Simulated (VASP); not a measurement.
# KZnF3 in VASP: notebook

Aim: see how the results for KZnF3 move with the level of theory and the settings. Levels: PBE, r2SCAN. Tasks: single point.

Program: VASP 6.6.1. These are calculated values, not measurements. Logs are shortened: lines on timing, memory, paths and dates and some standing lists are left out, and cuts for length are marked.

### 1 The cell of the first run

Symmetry: P4/mmm, No. 123, tetragonal system. Conventional cell: a = 3.965 Å, b = 3.965 Å, c = 4.112 Å, α = 90.00°, β = 90.00°, γ = 90.00°. K (site symmetry 4/mmm) has 12 F at 2.80 to 2.86 Å and 8 Zn at 3.48 Å within 3.7 Å. Zn (site symmetry 4/mmm) has 6 F at 1.98 to 2.06 Å within 2.6 Å. F (site symmetry 4/mmm) has 2 Zn at 2.06 Å within 2.7 Å. Within 2.6 Å of F (site symmetry mmm) lie 2 Zn at 1.98 Å.

### 2 Single point, PBE (epitaxial xy strain -2.0%)

Contents of INCAR:

```
ALGO = Normal
EDIFF = 1E-6
ENCUT = 520
GGA = PE
ISIF = 2
ISMEAR = -1
LASPH = T
LCHARG = T
LELF = T
LREAL = F
LVHAR = T
LWAVE = F
NBANDS = 29
NELM = 100
PREC = Accurate
SIGMA = 0.02
```

Contents of KPOINTS:

```
k-points
0
Gamma
  6 6 6
```

Contents of POSCAR:

```
KZnF3
1.0
    3.9652443851      0.0000000000      0.0000000000
    0.0000000000      3.9652443851      0.0000000000
    0.0000000000      0.0000000000      4.1115047744
K Zn F
1 1 3
Direct
    0.0000000000      0.0000000000      0.0000000000
    0.5000000000      0.5000000000      0.5000000000
    0.5000000000      0.5000000000      0.0000000000
    0.5000000000      0.0000000000      0.5000000000
    0.0000000000      0.5000000000      0.5000000000
```

Potentials or basis: VASP PAW PBE potentials, release 64 (K_sv, Zn, F).

Command:

```
$ cat potpaw_PBE.64/K_sv/POTCAR potpaw_PBE.64/Zn/POTCAR potpaw_PBE.64/F/POTCAR > POTCAR
$ mpirun -np 1 vasp_std > vasp.out
```

OUTCAR:

```text
EDIFF = 1E-6
   ENCUT = 520
   GGA = PE
   ISIF = 2
   ISMEAR = -1
   LASPH = T
   LREAL = F
   NELM = 100
   PREC = Accurate

 ion  position               nearest neighbor table
   1  0.000  0.000  0.000-   3 2.80   3 2.80   3 2.80   3 2.80   5 2.86   4 2.86   5 2.86   5 2.86
                             5 2.86   4 2.86   4 2.86   4 2.86
   2  0.500  0.500  0.500-   4 1.98   5 1.98   4 1.98   5 1.98   3 2.06   3 2.06
   3  0.500  0.500  0.000-   2 2.06   2 2.06   1 2.80   1 2.80   1 2.80   1 2.80
   4  0.500  0.000  0.500-   2 1.98   2 1.98   1 2.86   1 2.86   1 2.86   1 2.86
   5  0.000  0.500  0.500-   2 1.98   2 1.98   1 2.86   1 2.86   1 2.86   1 2.86

  LATTYP: Found a simple tetragonal cell.
 ALAT       =     3.9652443851
 C/A-ratio  =     1.0368855927

  Lattice vectors:

 A1 = (   3.9652443851,   0.0000000000,   0.0000000000)
 A2 = (   0.0000000000,   3.9652443851,   0.0000000000)
 A3 = (   0.0000000000,   0.0000000000,   4.1115047744)

Analysis of symmetry for initial positions (statically):
=====================================================================
 Subroutine PRICEL returns:
 Original cell was already a primitive cell.

 Routine SETGRP: Setting up the symmetry group for a
 simple tetragonal supercell.

 Subroutine GETGRP returns: Found 16 space group operations
 (whereof 16 operations were pure point group operations)
 out of a pool of 16 trial point group operations.

The static configuration has the point symmetry D_4h.

Analysis of symmetry for dynamics (positions and initial velocities):
=====================================================================
 Subroutine PRICEL returns:
 Original cell was already a primitive cell.

 Routine SETGRP: Setting up the symmetry group for a
 simple tetragonal supercell.

 Subroutine GETGRP returns: Found 16 space group operations
 (whereof 16 operations were pure point group operations)
 out of a pool of 16 trial point group operations.

The dynamic configuration has the point symmetry D_4h.

 Subroutine INISYM returns: Found 16 space group operations
 (whereof 16 operations are pure point group operations),
 and found     1 'primitive' translations

----------------------------------------------------------------------------------------

                                     Primitive cell
[... 89 lines left out ...]
   ISTART =      0    job   : 0-new  1-cont  2-samecut
   ICHARG =      2    charge: 1-file 2-atom 10-const
   ISPIN  =      1    spin polarized calculation?
   LNONCOLLINEAR =      F non collinear calculations
   LSORBIT =      F    spin-orbit coupling
   LASPH  =      T    aspherical Exc in radial PAW
   ENCUT  =  520.0 eV  38.22 Ry    6.18 a.u.   7.37  7.37  7.64*2*pi/ulx,y,z
   NELM   =    100;   NELMIN=  2; NELMDL= -5     # of ELM steps
   EDIFF  = 0.1E-05   stopping-criterion for ELM
   LREAL  =      F    real-space projection
   EDIFFG = 0.1E-04   stopping-criterion for IOM
   NSW    =      0    number of steps for IOM
   IBRION =     -1    ionic relax: 0-MD 1-quasi-New 2-CG
   NFREE  =      0    steps in history (QN), initial steepest desc. (CG)
   ISIF   =      2    stress and relaxation
   ISYM   =      2    0-nonsym 1-usesym 2-fastsym
   POTIM  = 0.5000    time-step for ionic-motion
   TEBEG  =    0.0;   TEEND  =   0.0 temperature during run
   PSTRESS=    0.0 pullay stress
   NELECT =      42.0000    total number of electrons
   NUPDOWN=      -1.0000    fix difference up-down
   EMIN   =  10.00;   EMAX   =-10.00  energy-range for DOS
   EFERMI =   0.00;   METHOD = LEGACY
   ISMEAR =    -1;   SIGMA  =   0.02  broadening in eV -4-tet -1-fermi 0-gaus
   EFERMI_NEDOS =   21; number of points for ismear=-14 and -15
   IALGO  =     38    algorithm
   IMIX   =      4    mixing-type and parameters
     AMIX     =   0.40;   BMIX     =  1.00
     AMIX_MAG =   1.60;   BMIX_MAG =  1.00
  volume/ion in A,a.u.               =      12.93        87.25
  Fermi-wavevector in a.u.,A,eV,Ry     =   1.417896  2.679435 27.353545  2.010429
  Thomas-Fermi vector in A             =   2.539078
   LORBIT       =      0    0 simple, 1 ext, 2 COOP (PROOUT), +10 PAW based schemes
   GGA     = PE    functional components
   LHFCALC =     F    Hartree Fock is set to
   AEXX    =    0.0000 exact exchange contribution
   IVDW    =     0    specifies the selected vdW correction
   LEPSILON=     F    determine dielectric tensor
   LRPA    =     F    only Hartree local field effects (RPA)
 non-spin polarized calculation
  energy-cutoff  :      520.00
  volume of cell :       64.65
 maximum number of plane-waves:      1767
 NGX is ok and might be reduce to    30
   NGX = 15   NGY = 15   NGZ = 15

 number of electron      41.9999982 magnetization

 Free energy of the ion-electron system (eV)
  ---------------------------------------------------
  ext. energy  EPLUGINS =         0.00000000
  ---------------------------------------------------
  free energy    TOTEN  =       -20.17271423 eV

  energy without entropy =      -20.17271423  energy(sigma->0) =      -20.17271423

 E-fermi :   0.1086     XC(G=0): -10.0201

 val. band max:       -0.3503550624   @ k =   0.5000   0.5000   0.5000
 cond. band min:       3.4007974042   @ k =   0.0000   0.0000   0.0000
 fundamental gap:      3.7511524665
 Fermi energy:         0.1085509779

 k-point     1 :       0.0000    0.0000    0.0000
  band No.  band energies     occupation
      1     -27.6659      2.00000
      2     -22.3582      2.00000
      3     -21.7454      2.00000
      4     -21.5320      2.00000
      5     -11.1807      2.00000
      6     -11.1430      2.00000
[... 757 lines left out ...]
     28      11.5347      0.00000
     29      12.0904      0.00000

 [... further k-points ...]
[... 5 lines left out ...]
  --------------------------------------------------------------------------------------
  -------------------------------------------------------------------------------------
  Total        3.6603537      3.6603537      2.1036333      0.0000000     -0.0000000     -0.0000000
  in kB       90.7178854     90.7178854     52.1362626      0.0000000     -0.0000000     -0.0000000
  external PRESSURE =      77.8573444 kB  Pullay stress =       0.0000000 kB

 VOLUME and BASIS-vectors are now :
 -----------------------------------------------------------------------------
  energy-cutoff  :      520.00
  volume of cell :       64.65
      direct lattice vectors                 reciprocal lattice vectors
     3.965244385  0.000000000  0.000000000     0.252191266  0.000000000  0.000000000
     0.000000000  3.965244385  0.000000000     0.000000000  0.252191266  0.000000000
     0.000000000  0.000000000  4.111504774     0.000000000  0.000000000  0.243219953

 POSITION                                       TOTAL-FORCE (eV/Angst)
 -----------------------------------------------------------------------------------
      0.00000      0.00000      0.00000         0.000000      0.000000      0.000000
      1.98262      1.98262      2.05575         0.000000      0.000000      0.000000
      1.98262      1.98262      0.00000         0.000000      0.000000      0.000000
      1.98262      0.00000      2.05575         0.000000      0.000000      0.000000
      0.00000      1.98262      2.05575         0.000000      0.000000      0.000000
 -----------------------------------------------------------------------------------
    total drift:                                0.000000      0.000000     -0.000000

  FREE ENERGIE OF THE ION-ELECTRON SYSTEM (eV)
  ---------------------------------------------------
  free  energy   TOTEN  =       -20.1727142332 eV

  energy  without entropy=      -20.1727142332  energy(sigma->0) =      -20.17271423
```

stdout:

```text
POSCAR found type information on POSCAR K ZnF
 POSCAR found :  3 types and       5 ions
 scaLAPACK will be used
 LDA part: xc-table for (Slater+PW92), standard interpolation
 POSCAR, INCAR and KPOINTS ok, starting setup
 FFT: planning ... GRIDC
 FFT: planning ... GRID_SOFT
 FFT: planning ... GRID
 WAVECAR not read
 entering main loop
```

Wall time 32 s (1 thread of Intel Xeon 6975P-C (Granite Rapids), shared host); peak memory 0.22 GiB.

Results:

| Quantity | Value |
| --- | --- |
| Free energy | -20.1727 eV |
| Pressure | 7.8 GPa |
| Band gap on the k mesh | 3.75 eV, indirect (least direct gap 5.86 eV) |

Stress tensor (GPa, compression positive):
```
9.07 0.00 0.00
0.00 9.07 0.00
0.00 0.00 5.21
```

Levels at points of the mesh, in eV from the valence-band top:
```
           k point  band 17  band 18  band 19  band 20  band 21  band 22  band 23  band 24  band 25  band 26
(0.00, 0.00, 0.00)    -2.35    -2.35    -2.13    -2.11    -2.11     3.75     8.39     8.53     9.37    10.77
(0.50, 0.00, 0.00)    -2.33    -2.27    -1.95    -1.93    -1.69     6.67     8.25     9.53    10.74    11.11
(0.50, 0.50, 0.00)    -2.21    -2.03    -2.03    -1.80     0.00     8.13    10.09    10.23    10.23    11.11
(0.00, 0.00, 0.50)    -2.36    -2.36    -1.91    -1.91    -1.73     6.43     8.10     9.28    10.96    10.96
(0.50, 0.00, 0.50)    -2.26    -2.02    -2.00    -1.78    -0.18     7.98     9.93     9.96    10.17    11.31
(0.50, 0.50, 0.50)    -1.78    -1.75    -1.75    -0.23     0.00     8.20     8.29     8.29    10.34    11.96
```

Caveat: the cell differs from its parent crystal (epitaxial xy strain -2.0%). A k mesh can miss the band edges.

### 3 Single point, PBE (shear xy strain -2.0%)

Contents of INCAR:

```
PREC = Accurate
ENCUT = 520
EDIFF = 1E-6
ISMEAR = -1
SIGMA = 0.02
LREAL = False
LASPH = True
NELM = 100
ALGO = Normal
ISIF = 2
LWAVE = False
LCHARG = False
GGA = PE
NBANDS = 29
```

Contents of KPOINTS:

```
Automatic mesh
0
Gamma
  6 6 6
```

Changes to POSCAR since step 2:

```diff
@@ -2,5 +2,5 @@
 1.0
-    3.9652443851      0.0000000000      0.0000000000
-    0.0000000000      3.9652443851      0.0000000000
-    0.0000000000      0.0000000000      4.1115047744
+    4.0461677399     -0.0404616774      0.0000000000
+   -0.0404616774      4.0461677399      0.0000000000
+    0.0000000000      0.0000000000      4.0461677399
 K Zn F
```

Potentials or basis: VASP PAW PBE potentials, release 64 (K_sv, Zn, F).

Command:

```
$ cat potpaw_PBE.64/K_sv/POTCAR potpaw_PBE.64/Zn/POTCAR potpaw_PBE.64/F/POTCAR > POTCAR
$ mpirun -np 1 vasp_std > vasp.out
```

Run time: 38 s. Hardware: 1 thread of Intel Xeon 6975P-C (Granite Rapids), shared host; peak memory 0.22 GiB.

The run converged. Its results:

- Free energy: -20.2554 eV
- Pressure: 5.2 GPa
- Band gap on the k mesh: 3.80 eV, indirect (least direct gap 5.63 eV)

Stress tensor (GPa, compression positive):
```
5.25 0.68 0.00
0.68 5.25 0.00
0.00 0.00 5.24
```

Levels at points of the mesh, in eV from the valence-band top:
```csv
k point,band 18,band 19,band 20,band 21,band 22,band 23,band 24,band 25
"(0.00, 0.00, 0.00)",-2.06,-1.90,-1.87,-1.83,3.80,8.68,8.69,9.41
"(0.50, 0.00, 0.00)",-2.05,-1.71,-1.71,-1.58,6.58,8.30,9.63,11.07
"(0.50, 0.50, 0.00)",-1.81,-1.80,-1.52,0.00,8.05,10.12,10.15,10.18
"(0.00, 0.00, 0.50)",-1.98,-1.72,-1.71,-1.58,6.58,8.30,9.64,10.98
"(0.50, 0.00, 0.50)",-1.80,-1.80,-1.53,0.00,8.05,10.12,10.16,10.16
"(0.50, 0.50, 0.50)",-1.50,-1.50,0.00,0.00,8.35,8.42,8.50,10.25
```

Caveat: the cell differs from its parent crystal (shear xy strain -2.0%). A k mesh can miss the band edges.

### 4 Single point, r2SCAN (uniaxial z strain -5.0%)

Changes to POSCAR since step 3:

```diff
@@ -2,5 +2,5 @@
 1.0
-    4.0461677399     -0.0404616774      0.0000000000
-   -0.0404616774      4.0461677399      0.0000000000
-    0.0000000000      0.0000000000      4.0461677399
+    4.0461677399      0.0000000000      0.0000000000
+    0.0000000000      4.0461677399      0.0000000000
+    0.0000000000      0.0000000000      3.8438593529
 K Zn F
```

Contents of INCAR.step1:

```
PREC = Accurate
ENCUT = 520
ISMEAR = 0
SIGMA = 0.01
LREAL = False
LASPH = True
NELM = 80
NBANDS = 29
GGA = PE
ALGO = Normal
EDIFF = 1E-4
LWAVE = True
LCHARG = False
```

Contents of INCAR.step2:

```
PREC = Accurate
ENCUT = 520
EDIFF = 1E-7
ISMEAR = 0
SIGMA = 0.01
LREAL = False
LASPH = True
NELM = 80
ALGO = Normal
ISIF = 2
LWAVE = False
LCHARG = True
METAGGA = R2SCAN
LMIXTAU = True
LELF = True
LVHAR = True
NBANDS = 29
ISTART = 1
```

KPOINTS is that of step 3.

Command:

```
$ cat potpaw_PBE.64/K_sv/POTCAR potpaw_PBE.64/Zn/POTCAR potpaw_PBE.64/F/POTCAR > POTCAR
$ cp INCAR.step1 INCAR
$ mpirun -np 1 vasp_std > vasp.out
$ cp INCAR.step2 INCAR
$ mpirun -np 1 vasp_std > vasp.out
```

It took 1.8 min on 1 thread of Intel Xeon 6975P-C (Granite Rapids), shared host; peak memory 0.21 GiB.

The run converged. Its results:

```
Free energy            : -38.2492 eV
Pressure               : 5.8 GPa
Band gap on the k mesh : 4.56 eV, indirect (least direct gap 7.03 eV)
```

Stress tensor (GPa, compression positive):
```
 3.61  0.00  0.00
 0.00  3.61  0.00
 0.00  0.00 10.32
```

Levels at points of the mesh, in eV from the valence-band top:
```csv
k point,band 18,band 19,band 20,band 21,band 22,band 23,band 24,band 25
"(0.00, 0.00, 0.00)",-2.66,-2.48,-2.47,-2.47,4.56,8.74,8.98,10.25
"(0.50, 0.00, 0.00)",-2.68,-2.20,-2.17,-1.74,7.36,8.80,9.77,11.39
"(0.50, 0.50, 0.00)",-2.26,-2.26,-2.15,-0.36,8.73,10.38,10.85,10.85
"(0.00, 0.00, 0.50)",-2.65,-2.17,-2.17,-1.67,7.71,9.02,10.17,11.60
"(0.50, 0.00, 0.50)",-2.31,-2.22,-2.15,-0.09,8.94,10.67,10.94,11.23
"(0.50, 0.50, 0.50)",-2.14,-2.12,-0.35,0.00,8.88,8.88,8.98,11.48
```

Caveat: the cell differs from its parent crystal (uniaxial z strain -5.0%); the PAW data sets were made with another functional, which shifts forces and pressure a little. A k mesh can miss the band edges.

### 5 Summary

| level | cell | smearing | gap on the mesh (eV) | pressure (GPa) |
| --- | --- | --- | --- | --- |
| PBE | a = 3.965, b = 3.965, c = 4.112 Å, 5 atoms | fermi-dirac 0.02 eV | 3.75 | 7.8 |
| PBE | a = 4.046 Å, angles 90.0, 90.0, 91.1°, 5 atoms | fermi-dirac 0.02 eV | 3.80 | 5.2 |
| r2SCAN | a = 4.046, b = 4.046, c = 3.844 Å, 5 atoms | gaussian 0.01 eV | 4.56 | 5.8 |

Alike in all rows: task single point; potentials or basis VASP PAW PBE potentials, release 64 (K_sv, Zn, F); no spin polarisation; k mesh 6 × 6 × 6; cutoff (eV) 520.

Caveats: the PAW data sets were made with another functional, which shifts forces and pressure a little (some runs).

Total energies depend on the potentials used, so only differences within one code and one set of settings carry meaning.
